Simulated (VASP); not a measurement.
Write the native input for VASP 6.6.1 that does the following.

```
Task                   : single point
Functional             : PBE
Potentials or basis    : VASP PAW PBE potentials, release 64 (Ba_sv, Ti_sv, O)
Cutoff                 : 520 eV
k mesh                 : 7 × 7 × 4
Occupations            : fermi-dirac, width 0.05 eV
Spin                   : no spin polarisation
Dipole correction      : no
Further INCAR settings : ALGO = Normal; EDIFF = 1e-06; NBANDS = 51
```

The structure of BaTiO3 lies in POSCAR:

```
BaTiO3
1.0
    3.9998000000      0.0000000000      0.0000000000
    0.0000000000      3.9998000000      0.0000000000
    0.0000000000      0.0000000000      8.0360000000
Ba Ti O
2 2 6
Direct
    0.9993338700      0.0014896700      0.0020579800
    0.0006661300      0.9985103300      0.4979420200
    0.4893534700      0.4978615600      0.2399223900
    0.5106465300      0.5021384400      0.7420776100
    0.5027900500      0.5020959900      0.0107726400
    0.4972099500      0.4979040100      0.5052273600
    0.5056745700      0.0016777200      0.2580984100
    0.4943254300      0.9983222800      0.7569015900
    0.0077650300      0.4997120000      0.2626403600
    0.9922349700      0.5002880000      0.7523596400
```

One way to write it, as run:

INCAR

```
SYSTEM = BaTiO3
ALGO     = Normal         ! electronic algorithm
EDIFF    = 1E-6           ! SCF threshold, eV
ENCUT    = 520            ! plane-wave cutoff, eV
GGA      = PE             ! functional
ISIF     = 2              ! what is computed and relaxed
ISMEAR   = -1             ! smearing method
LASPH    = .TRUE.         ! aspherical terms in the spheres
LCHARG   = .FALSE.        ! write CHGCAR
LREAL    = .FALSE.        ! projectors in reciprocal space
LWAVE    = .FALSE.        ! write WAVECAR
NBANDS   = 51             ! bands
NELM     = 100            ! most SCF steps
PREC     = Accurate       ! precision mode
SIGMA    = 0.05           ! smearing width, eV
```

KPOINTS

```
k-points
0
G
  7 7 4
  0 0 0
```

Potentials or basis: VASP PAW PBE potentials, release 64 (Ba_sv, Ti_sv, O).

Launch:

```sh
$ cat potpaw_PBE.64/Ba_sv/POTCAR potpaw_PBE.64/Ti_sv/POTCAR potpaw_PBE.64/O/POTCAR > POTCAR
$ mpirun -np 1 vasp_std > vasp.out
```

It gave:

```
Pressure               : 4.9 GPa
Largest force          : 1.015 eV/Å
Band gap on the k mesh : 1.99 eV
```

Caveat: the cell stands under pressure; spin-orbit coupling is left out, which moves the levels of the heavy elements; forces of over 1 eV/Å act on the atoms, so gaps and moduli don't describe the material at rest.

Wall time 10 min on 1 thread of Intel(R) Xeon(R) Platinum 8259CL CPU @ 2.50GHz (Skylake/Cascade Lake), on a shared host, peak memory 0.6 GiB.
